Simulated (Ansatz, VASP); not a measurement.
**Two plane-wave programs on Sc3S**

Contents of INCAR:

```
SYSTEM = Sc3S
  ALGO = Normal
  EDIFF = 1E-6
  EDIFFG = -0.01
  ENCUT = 600
  GGA = PE
  IBRION = 2
  ISIF = 3
  ISMEAR = 0
  LASPH = .True.
  LCHARG = .False.
  LREAL = .False.
  LWAVE = .False.
  NELM = 80
  NSW = 100
  PREC = Accurate
  SIGMA = 0.1
```

Contents of KPOINTS:

```
k-points
0
Gamma
  18 18 6
  0 0 0
```

POSCAR

```
Sc3S
1.0
    3.4851778000      0.0000000000      0.0000000000
   -1.7425889000      3.0182525000      0.0000000000
    0.0000000000      0.0000000000      8.3811621000
Sc S
3 1
Direct
    0.3333333000      0.6666667000      0.8159790000
    0.6666667000      0.3333333000      0.1840210000
    0.0000000000      0.0000000000      0.5000000000
    0.0000000000      0.0000000000      0.0000000000
```

Input for Ansatz:

```yaml
crystal:
  lattice:
    - [3.4851778, 0.0, 0.0]
    - [-1.7425889, 3.0182525, 0.0]
    - [0.0, 0.0, 8.3811621]
  atoms:
    - { symbol: Sc, position: [0.3333333, 0.6666667, 0.815979] }
    - { symbol: Sc, position: [0.6666667, 0.3333333, 0.184021] }
    - { symbol: Sc, position: [0.0, 0.0, 0.5] }
    - { symbol: S, position: [0.0, 0.0, 0.0] }
basis:
  ecutwfc: 420
kpoints:
  mp_grid: { grid: [18, 18, 6] }
hamiltonian:
  xc: pbe
scf:
  occupations: { method: gaussian, width: 0.1 }
output:
  forces: true
  stress: true
  eigenvalues: true
relax:
  adjacent_minimum: "off"
  f_tol: 0.01
  max_steps: 80
  cell: { stress_tol: 0.05 }
```

Alike in both runs: task relaxation of cell and atoms; functional PBE; k mesh 18 × 18 × 6; occupations gaussian, width 0.1 eV; no spin polarisation.

```csv
,VASP,Ansatz
version,VASP 6.6.1,Ansatz 0.2.0
potentials or method,"VASP PAW PBE potentials, release 64 (Sc_sv, S), cutoff 600 eV","scalar-relativistic, plane waves, PAW"
valence electrons in the cell,39,39
```

Ansatz gave:

| Property | Result |
| --- | --- |
| gap on the k mesh at the Fermi level, each at its own relaxed structure (eV) | none |
| relaxed volume (Å³/atom) | 22.04 |
| relaxed length of the cell vector where the two differ most in proportion (Å) | 8.381 |

Which values does VASP return?

gap on the k mesh at the Fermi level, each at its own relaxed structure (eV): none; relaxed volume (Å³/atom): 22.09; relaxed length of the cell vector where the two differ most in proportion (Å): 8.389.

A gap of «none» marks a metal or a gap that the smearing closes.
